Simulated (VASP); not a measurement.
Here is a VASP 6.6.1 calculation.

Contents of INCAR:

```
PREC = Accurate
ENCUT = 520
EDIFF = 1E-7
ISMEAR = 0
SIGMA = 0.05
LREAL = False
LASPH = True
NELM = 60
ALGO = Normal
ISIF = 2
LWAVE = False
LCHARG = True
GGA = PE
LELF = True
LVHAR = True
NBANDS = 11
```

KPOINTS

```
Automatic mesh
0
Gamma
  10 10 10
```

The input POSCAR:

```
BAs
1.0
    0.0000000000      2.5967640545      2.2120582687
    2.5967640545      0.0000000000      2.2120582687
    2.5967640545      2.5967640545      0.0000000000
B As
1 1
Direct
    0.0000000000      0.0000000000      0.0000000000
    0.7500000000      0.7500000000      0.7500000000
```

Potentials or basis: VASP PAW PBE potentials, release 64 (B, As).

Launch:

```console
$ cat potpaw_PBE.64/B/POTCAR potpaw_PBE.64/As/POTCAR > POTCAR
$ mpirun -np 1 vasp_std > vasp.out
```

Q: Estimate the pressure.

A: -7.8 GPa.

Q: Estimate the band gap on the k mesh.

A: Zero (band 4 reaches 6.00 eV, above the bottom of band 5 at 5.20 eV).

Stress tensor (GPa, compression positive):
```
-15.34   0.00   0.00
  0.00 -15.34   0.00
  0.00   0.00   7.42
```

Caveat: the cell differs from its parent crystal (strain +0.080 along x and y, -0.080 along z).
